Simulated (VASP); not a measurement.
A run of VASP 6.6.1 is set up as follows.

File INCAR:

```
PREC = Accurate ; ENCUT = 520
EDIFF = 1E-8 ; ISMEAR = -1
SIGMA = 0.05 ; LREAL = F
LASPH = T ; NELM = 100
ALGO = Normal ; ISIF = 2
LWAVE = F ; LCHARG = F
GGA = CA ; LEFG = T
NBANDS = 14
```

Contents of KPOINTS:

```
Automatic mesh
0
Gamma
  9 9 9
```

The input POSCAR:

```
MgTl
1.0
    3.6350000000      0.0000000000      0.0000000000
    0.0000000000      3.6350000000      0.0000000000
    0.0000000000      0.0000000000      3.6350000000
Mg Tl
1 1
Direct
    0.0000000000      0.0000000000      0.0000000000
    0.5000000000      0.5000000000      0.5000000000
```

Potentials or basis: VASP PAW LDA potentials, release 64 (Mg, Tl_d).

Run with:

```bash
$ cat potpaw_LDA.64/Mg/POTCAR potpaw_LDA.64/Tl_d/POTCAR > POTCAR
$ mpirun -np 1 vasp_std > vasp.out
```

**Question.** What does it give for the band gap on the k mesh?

**Answer.** Zero (an odd number of electrons rules out a gap without spin polarisation).

**Question.** Estimate the pressure.

**Answer.** -2.7 GPa.

Caveat: spin-orbit coupling is left out, which moves the levels of the heavy elements.
